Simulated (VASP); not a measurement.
# Si2Mo: single point with PBE

Si2Mo:

```
Si Mo
1.0
    -1.59691    1.59691    3.91412
     1.59691   -1.59691    3.91412
     1.59691    1.59691   -3.91412
Si Mo
2 1
Direct
  0.33482 0.33482 0.00000
  0.66518 0.66518 0.00000
  0.00000 0.00000 0.00000
```

This cell differs from its parent crystal: volume scaled by 0.980.

* Program: VASP 6.6.1
* Task: single point
* Functional: PBE
* Potentials or basis: VASP PAW PBE potentials, release 64 (Si, Mo_sv)
* Cutoff: 520 eV
* k mesh: 14 × 14 × 14
* Occupations: gaussian, width 0.05 eV
* Spin: no spin polarisation

The pressure is 4.5 GPa. The largest force is 0.008 eV/Å. The band gap on the k mesh is zero (band 11 reaches 12.86 eV, above the bottom of band 12 at 11.89 eV).

Forces on the atoms (eV/Å):
```
Si   0.000  0.000 -0.008
Si   0.000  0.000  0.008
Mo   0.000  0.000  0.000
```

Levels at points of the mesh, in eV from the Fermi level:
| k point | band 7 | band 8 | band 9 | band 10 | band 11 | band 12 | band 13 | band 14 | band 15 | band 16 |
| --- | --- | --- | --- | --- | --- | --- | --- | --- | --- | --- |
| (0.00, 0.00, 0.00) | -3.46 | -3.13 | -2.69 | -2.69 | 0.33 | 3.11 | 3.14 | 3.51 | 3.51 | 4.08 |
| (0.50, 0.00, 0.00) | -5.02 | -4.56 | -2.65 | -2.64 | -0.56 | 2.24 | 3.06 | 4.07 | 4.18 | 5.46 |
| (0.50, 0.50, 0.00) | -5.73 | -5.25 | -4.52 | -3.13 | -1.25 | 2.29 | 2.71 | 3.10 | 3.30 | 4.73 |
| (0.50, 0.50, 0.50) | -3.61 | -2.27 | -0.63 | -0.63 | -0.53 | -0.53 | 0.47 | 4.70 | 5.17 | 5.98 |

Run time: 4.5 min on 1 thread of Intel(R) Xeon(R) Platinum 8259CL CPU @ 2.50GHz (Skylake/Cascade Lake) (shared host), peak memory 0.32 GiB.
